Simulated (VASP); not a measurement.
Here is a VASP 6.6.1 calculation.

File INCAR:

```
  ALGO = Normal
  EDIFF = 1E-6
  ENCUT = 520
  GGA = PE
  GGA_COMPAT = False
  ISIF = 2
  ISMEAR = -1
  ISYM = -1
  LASPH = True
  LCHARG = False
  LREAL = Auto
  LWAVE = False
  NBANDS = 46
  NELM = 120
  PREC = Accurate
  SIGMA = 0.0388
```

File KPOINTS:

```
explicit points
4
Reciprocal
  0.25000000   0.25000000   0.25000000 2
  0.25000000   0.25000000   0.75000000 2
  0.25000000   0.75000000   0.25000000 2
  0.25000000   0.75000000   0.75000000 2
```

Contents of POSCAR:

```
AlN
1.0
   -4.3824988109      4.3824988109      0.0000000000
   -4.3824988109      0.0000000000      4.3824988109
    0.0000000000      4.3824988109      4.3824988109
Al N
8 8
Direct
    0.0035582440      0.0014135771     -0.0058856833
    0.5073189055      0.0048083299     -0.0001988592
    0.0022935545      0.4910571783     -0.0055371378
   -0.0091699968      0.0043887063      0.5021971699
    0.4825878092      0.5142311720      0.0033815183
    0.5065153685     -0.0049909882      0.5031896402
    0.0023593846      0.4957146810      0.4976685891
    0.4988606031      0.5068124592      0.4977155943
    0.6126211588      0.6124347355      0.1413982129
    0.1138106413      0.6225252117      0.1235174323
    0.6318830009      0.1288699722      0.1216049389
    0.6302864232      0.6207167685      0.6238446644
    0.1432684930      0.1276883404      0.1150181715
    0.1262083628      0.6075079800      0.6291899026
    0.6273397024      0.1278068801      0.6308678266
    0.1255158355      0.1265700286      0.6289468906
```

Potentials or basis: VASP PAW PBE potentials, release 64 (Al, N).

The run is started by

```bash
$ cat potpaw_PBE.64/Al/POTCAR potpaw_PBE.64/N/POTCAR > POTCAR
$ mpirun -np 1 vasp_std > vasp.out
```

**Question.** What does it give for the largest force?

**Answer.** 2.317 eV/Å.

**Question.** Predict the pressure.

**Answer.** 3.4 GPa.

**Question.** What does it give for the band gap on the k mesh?

**Answer.** 4.03 eV.

Forces in eV/Å, atoms in the order of the input:
```
Al   0.157  0.486  0.546
Al   0.571  0.572 -0.410
Al   0.378 -0.325  0.947
Al  -0.688  0.922 -1.025
Al   0.175  0.689 -1.286
Al  -0.312 -0.543  0.158
Al   0.142 -0.205  0.021
Al   0.956  0.626  0.195
N   -2.159 -0.707 -0.457
N   -0.597  0.087  0.390
N    0.271  0.146  0.601
N    0.086 -0.212  0.827
N    1.985 -0.055  0.295
N   -1.303 -0.869  0.939
N    0.288 -0.476 -0.516
N    0.050 -0.136 -1.225
```

Caveat: the cell stands under pressure; the atoms stand as in a frame of molecular dynamics; a shifted mesh leaves out Γ, where band edges can lie; forces of over 1 eV/Å act on the atoms, so gaps and moduli don't describe the material at rest. A k mesh can miss the band edges.
